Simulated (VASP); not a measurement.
Here is a VASP 6.6.1 calculation.

The input INCAR:

```
SYSTEM = Ni
PREC     = Accurate       ! precision mode
ENCUT    = 520            ! plane-wave cutoff, eV
EDIFF    = 1E-6           ! SCF threshold, eV
ISMEAR   = -1             ! smearing method
SIGMA    = 0.1            ! smearing width, eV
LREAL    = .FALSE.        ! projectors in reciprocal space
LASPH    = .TRUE.         ! aspherical terms in the spheres
NELM     = 100            ! most SCF steps
ALGO     = Normal         ! electronic algorithm
ISIF     = 2              ! what is computed and relaxed
LWAVE    = .FALSE.        ! write WAVECAR
LCHARG   = .FALSE.        ! write CHGCAR
GGA      = B5             ! functional
ALDAX    = 1.0          
AGGAX    = 1.0          
AGGAC    = 1.0          
ALDAC    = 0.0          
NBANDS   = 11             ! bands
```

The input KPOINTS:

```
regular mesh
0
G
  15 15 15
  0 0 0
```

POSCAR

```
Ni
1.0
    2.2681971081      0.0000000000      0.0000000000
    0.0000000000      2.2681971081      0.0000000000
    0.0000000000      0.0000000000      2.2681971081
Ni
1
Direct
    0.0000000000      0.0000000000      0.0000000000
```

Potentials or basis: VASP PAW PBE potentials, release 64 (Ni).

Run with:

```bash
$ cat potpaw_PBE.64/Ni/POTCAR > POTCAR
$ mpirun -np 1 vasp_std > vasp.out
```

Predict the pressure.

21.4 GPa.

Predict the band gap on the k mesh.

zero (band 5 reaches 9.72 eV, above the bottom of band 6 at 8.37 eV).

Caveat: the PAW data sets were made with another functional, which shifts forces and pressure a little; the run has no spin polarisation, though such a crystal can be magnetic. Spin polarisation is off, so any magnetic state and its effect on volume and gap are missing.
